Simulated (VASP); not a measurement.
# TiAl (P4/mmm) in VASP: vibrations by perturbation theory with LDA

Aim: the vibrations by perturbation theory of TiAl with LDA.

Program: VASP 6.6.1. These are calculated values, not measurements. Logs are shortened: lines on timing, memory, paths and dates and some standing lists are left out, and cuts for length are marked.

## (1) The cell of the first run

The structure is tetragonal, space group P4/mmm (No. 123). Conventional cell: a = 2.811 Å, b = 2.811 Å, c = 4.066 Å, α = 90.00°, β = 90.00°, γ = 90.00°. Ti (site symmetry 4/mmm) has 4 Ti at 2.81 Å and 8 Al at 2.84 Å within 3.7 Å. Within 3.7 Å of Al (site symmetry 4/mmm) lie 4 Al at 2.81 Å and 8 Ti at 2.84 Å.

## (2) Vibrations by perturbation theory, LDA

The input, INCAR:

```
PREC     = Accurate       # precision mode
ENCUT    = 520            # plane-wave cutoff, eV
EDIFF    = 1E-8           # SCF threshold, eV
ISMEAR   = -1             # smearing method
SIGMA    = 0.15           # smearing width, eV
LREAL    = F              # projectors in reciprocal space
LASPH    = T              # aspherical terms in the spheres
NELM     = 100            # most SCF steps
ALGO     = Fast           # electronic algorithm
ISIF     = 2              # what is computed and relaxed
LWAVE    = F              # write WAVECAR
LCHARG   = T              # write CHGCAR
IBRION   = 8              # ionic algorithm
NSW      = 1              # ionic steps
```

The input, KPOINTS:

```
Automatic mesh
0
Gamma
  12 12 10
```

The input, POSCAR:

```
TiAl
1.0
    2.8107518100      0.0000000000      0.0000000000
    0.0000000000      2.8107518100      0.0000000000
    0.0000000000      0.0000000000      4.0664219200
Ti Al
1 1
Direct
    0.5000000000      0.5000000000      0.5000000000
    0.0000000000      0.0000000000      0.0000000000
```

Potentials or basis: VASP PAW LDA potentials, release 64 (Ti_sv, Al).

Run with:

```bash
cat potpaw_LDA.64/Ti_sv/POTCAR potpaw_LDA.64/Al/POTCAR > POTCAR
mpirun -np 1 vasp_std > vasp.out
```

OUTCAR:

```text
PREC = Accurate
   ENCUT = 520
   EDIFF = 1E-8
   ISMEAR = -1
   LREAL = F
   LASPH = T
   NELM = 100
   ISIF = 2
   IBRION = 8
   NSW = 1

 ion  position               nearest neighbor table
   1  0.500  0.500  0.500-   2 2.84   2 2.84   2 2.84   2 2.84   2 2.84   2 2.84   2 2.84   2 2.84

   2  0.000  0.000  0.000-   1 2.84   1 2.84   1 2.84   1 2.84   1 2.84   1 2.84   1 2.84   1 2.84

  LATTYP: Found a simple tetragonal cell.
 ALAT       =     2.8107518100
 C/A-ratio  =     1.4467381665

  Lattice vectors:

 A1 = (   2.8107518100,   0.0000000000,   0.0000000000)
 A2 = (   0.0000000000,   2.8107518100,   0.0000000000)
 A3 = (   0.0000000000,   0.0000000000,   4.0664219200)

Analysis of symmetry for initial positions (statically):
=====================================================================
 Subroutine PRICEL returns:
 Original cell was already a primitive cell.

 Routine SETGRP: Setting up the symmetry group for a
 simple tetragonal supercell.

 Subroutine GETGRP returns: Found 16 space group operations
 (whereof 16 operations were pure point group operations)
 out of a pool of 16 trial point group operations.

The static configuration has the point symmetry D_4h.

Analysis of symmetry for dynamics (positions and initial velocities):
=====================================================================
 Subroutine PRICEL returns:
 Original cell was already a primitive cell.

 Routine SETGRP: Setting up the symmetry group for a
 simple tetragonal supercell.

 Subroutine GETGRP returns: Found 16 space group operations
 (whereof 16 operations were pure point group operations)
 out of a pool of 16 trial point group operations.

The dynamic configuration has the point symmetry D_4h.

 Subroutine INISYM returns: Found 16 space group operations
 (whereof 16 operations are pure point group operations),
 and found     1 'primitive' translations

----------------------------------------------------------------------------------------

                                     Primitive cell

  volume of cell :      32.1261

  direct lattice vectors                    reciprocal lattice vectors
     2.810751810  0.000000000  0.000000000     0.355776699  0.000000000  0.000000000
     0.000000000  2.810751810  0.000000000     0.000000000  0.355776699  0.000000000
     0.000000000  0.000000000  4.066421920     0.000000000  0.000000000  0.245916439

  length of vectors
     2.810751810  2.810751810  4.066421920     0.355776699  0.355776699  0.245916439

  position of ions in fractional coordinates (direct lattice)
     0.500000000  0.500000000  0.500000000
     0.000000000  0.000000000  0.000000000

  ion indices of the primitive-cell ions
   primitive index   ion index
                 1           1
                 2           2

----------------------------------------------------------------------------------------

 KPOINTS: Automatic mesh

Automatic generation of k-mesh.
 Grid dimensions read from file:
 generate k-points for:   12   12   10

 Generating k-lattice:

  Cartesian coordinates                     Fractional coordinates (reciprocal lattice)
     0.029648058  0.000000000  0.000000000     0.083333333  0.000000000  0.000000000
     0.000000000  0.029648058  0.000000000     0.000000000  0.083333333  0.000000000
     0.000000000  0.000000000  0.024591644     0.000000000  0.000000000  0.100000000

  Length of vectors
     0.029648058  0.029648058  0.024591644

  Shift w.r.t. Gamma in fractional coordinates (k-lattice)
     0.000000000  0.000000000  0.000000000

 Subroutine IBZKPT returns following result:
 ===========================================
[... 77 lines left out ...]
   LEPSILON=     F    determine dielectric tensor
   LRPA    =     F    only Hartree local field effects (RPA)
 non-spin polarized calculation
 RMM-DIIS sequential band-by-band and
  energy-cutoff  :      520.00
  volume of cell :       32.13
 maximum number of plane-waves:       892
 NGX is ok and might be reduce to    24
   NGX = 11   NGY = 11   NGZ = 15

--------------------------------------- Ionic step        1  -------------------------------------------

 number of electron      14.9999999 magnetization

 Free energy of the ion-electron system (eV)
  ---------------------------------------------------
  ext. energy  EPLUGINS =         0.00000000
  ---------------------------------------------------
  free energy    TOTEN  =       -13.62718005 eV

  energy without entropy =      -13.49577761  energy(sigma->0) =      -13.56147883

 E-fermi :   8.2124     XC(G=0): -11.3063

 val. band max:        8.1986805887   @ k =   0.4167   0.1667   0.4000
 cond. band min:       8.2279343882   @ k =   0.0833   0.0833   0.2000
 fundamental gap:      0.0292537995
 Fermi energy:         8.2124297858

 k-point     1 :       0.0000    0.0000    0.0000
  band No.  band energies     occupation
      1     -47.7200      2.00000
      2     -24.4847      2.00000
      3     -24.0508      2.00000
      4     -24.0508      2.00000
      5      -0.8325      2.00000
      6       6.2977      1.99999
      7       7.3246      1.99464
      8       7.8609      1.82487
      9      10.3489      0.00000
     10      10.3489      0.00000
     11      11.4549      0.00000
[... 309 lines left out ...]
 k-point    24 :       0.4167    0.3333    0.0000
  band No.  band energies     occupation
      1     -47.6129      2.00000
      2     -24.4752      2.00000
      3     -24.3825      2.00000
      4     -24.3747      2.00000
      5       4.0096      2.00000
      6       6.2191      2.00000
      7       7.5023      1.98258
      8       8.0519      1.48926
      9       8.3838      0.48375
     10       9.4331      0.00058
     11      12.0137      0.00000

 [... further k-points ...]
[... 5 lines left out ...]
  --------------------------------------------------------------------------------------
  -------------------------------------------------------------------------------------
  Total       -1.0471361     -1.0471361     -1.0657137      0.0000000      0.0000000      0.0000000
  in kB      -52.2223320    -52.2223320    -53.1488265      0.0000000      0.0000000      0.0000000
  external PRESSURE =     -52.5311635 kB  Pullay stress =       0.0000000 kB

 VOLUME and BASIS-vectors are now :
 -----------------------------------------------------------------------------
  energy-cutoff  :      520.00
  volume of cell :       32.13
      direct lattice vectors                 reciprocal lattice vectors
     2.810751810  0.000000000  0.000000000     0.355776699  0.000000000  0.000000000
     0.000000000  2.810751810  0.000000000     0.000000000  0.355776699  0.000000000
     0.000000000  0.000000000  4.066421920     0.000000000  0.000000000  0.245916439

 POSITION                                       TOTAL-FORCE (eV/Angst)
 -----------------------------------------------------------------------------------
      1.40538      1.40538      2.03321         0.000000      0.000000      0.000000
      0.00000      0.00000      0.00000         0.000000      0.000000      0.000000
 -----------------------------------------------------------------------------------
    total drift:                                0.000000      0.000000     -0.000000

  FREE ENERGIE OF THE ION-ELECTRON SYSTEM (eV)
  ---------------------------------------------------
  free  energy   TOTEN  =       -13.6271800528 eV

  energy  without entropy=      -13.4957776136  energy(sigma->0) =      -13.56147883

[... ionic steps 2 to 3 ...]

--------------------------------------- Ionic step        4  -------------------------------------------

------------------------ aborting loop because EDIFF is reached ----------------------------------------
[... 11 lines left out ...]
[... ionic steps 8 to 8 ...]

--------------------------------------- Ionic step        9  -------------------------------------------

 Free energy of the ion-electron system (eV)
  ---------------------------------------------------
  ---------------------------------------------------
  free energy    TOTEN  =        -0.01096648 eV

  energy without entropy =       -0.01096641

------------------------ aborting loop because EDIFF is reached ----------------------------------------

 INTERNAL STRAIN TENSOR  FOR ION    2  DIRECTION 3   (eV/Angst):
 -----------------------------------------------------------------------------
     0.01062  0.00000  0.00000
     0.00000  0.01062 -0.00000
     0.00000 -0.00000 -0.00309

 INTERNAL STRAIN TENSOR FOR ION    2 for displacements in x,y,z  (eV/Angst):
          X           Y           Z          XY          YZ          ZX
  --------------------------------------------------------------------------------
  x     0.00000     0.00000     0.00000     0.00000     0.00000     0.00000
  y     0.00000     0.00000     0.00000     0.00000     0.00000     0.00000
  z     0.00000     0.00000     0.00000     0.00000     0.00000     0.00000

 SECOND DERIVATIVES (NOT SYMMETRIZED)
 ------------------------------------
               1X          1Y          1Z          2X          2Y          2Z
  1X    -4.113605    0.000000    0.000000    4.113605    0.000000    0.000000
  1Y     0.000000   -4.113605    0.000000    0.000000    4.113605    0.000000
  1Z    -0.000000    0.000000   -5.471286    0.000000   -0.000000    5.471286
  2X     4.113694    0.000000    0.000000   -4.113694    0.000000    0.000000
  2Y     0.000000    4.113694    0.000000    0.000000   -4.113694    0.000000
  2Z     0.000000    0.000000    5.440720    0.000000    0.000000   -5.440720

 Eigenvectors and eigenvalues of the dynamical matrix
 ----------------------------------------------------

   1 f  =    8.786993 THz    55.210305 2PiTHz  293.102534 cm-1    36.340066 meV
             X         Y         Z           dx          dy          dz
      1.405376  1.405376  2.033211     0.000000    0.000000   -0.601421
      0.000000  0.000000  0.000000    -0.000000   -0.000000    0.798932
[... 21 lines left out ...]
   6 f/i=    0.011827 THz     0.074310 2PiTHz    0.394498 cm-1     0.048911 meV
             X         Y         Z           dx          dy          dz
      1.405376  1.405376  2.033211     0.000000   -0.000000    0.798932
      0.000000  0.000000  0.000000    -0.000000   -0.000000    0.601421

--------------------------------------------------------------------------------------------------------

 ELASTIC MODULI CONTR FROM IONIC RELAXATION (kBar)
 Direction    XX          YY          ZZ          XY          YZ          ZX
 --------------------------------------------------------------------------------
 XX           0.0000      0.0000      0.0000      0.0000      0.0000      0.0000
 YY           0.0000      0.0000      0.0000      0.0000      0.0000      0.0000
 ZZ           0.0000      0.0000      0.0000      0.0000      0.0000      0.0000
 XY           0.0000      0.0000      0.0000      0.0000      0.0000      0.0000
 YZ           0.0000      0.0000      0.0000      0.0000      0.0000      0.0000
 ZX           0.0000      0.0000      0.0000      0.0000      0.0000      0.0000
 --------------------------------------------------------------------------------
```

Run time: 14 min. Hardware: 1 thread of Intel Xeon Platinum 8259CL at 2.50GHz (Skylake/Cascade Lake), shared host; peak memory 0.46 GiB.

Results:

- Highest phonon frequency at Γ: 293 cm⁻¹

Phonon frequencies in cm⁻¹ (negative: imaginary):
| q point | frequencies |
| --- | --- |
| (0.000, 0.000, 0.000) | 0 0 0 255 255 293 |

Caveat: the cell stands under pressure or tension, which shifts response properties.
